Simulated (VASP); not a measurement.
A run of VASP 6.6.1:

INCAR

```
SYSTEM = Al
PREC = Accurate
ENCUT = 520
EDIFF = 1E-6
ISMEAR = 0
SIGMA = 0.1
LREAL = .False.
LASPH = .True.
NELM = 60
ALGO = Normal
ISIF = 2
LWAVE = .False.
LCHARG = .True.
GGA = PS
LELF = .True.
LVHAR = .True.
NBANDS = 10
```

KPOINTS

```
Automatic mesh
0
Gamma
  18 18 14
  0 0 0
```

POSCAR

```
Al
1.0
    1.9775808556      1.9775808556      0.0000000000
   -1.9775808556      1.9775808556      0.0000000000
    0.0000000000      0.0000000000      4.0515311336
Al
2
Direct
    0.0000000000      0.0000000000      0.0000000000
    0.5000000000      0.5000000000      0.5000000000
```

Potentials or basis: VASP PAW PBE potentials, release 64 (Al).

Launch:

```sh
$ cat potpaw_PBE.64/Al/POTCAR > POTCAR
$ mpirun -np 1 vasp_std > vasp.out
```

Hardware: 1 thread of Intel(R) Xeon(R) Platinum 8488C (Sapphire Rapids), with other jobs on the host.

Problem. Estimate the wall time of this run.

Solution. Wall time 68 s on 1 thread of Intel(R) Xeon(R) Platinum 8488C (Sapphire Rapids) (shared host), peak memory 0.23 GiB. Counts: scf iterations 10, k points 440.
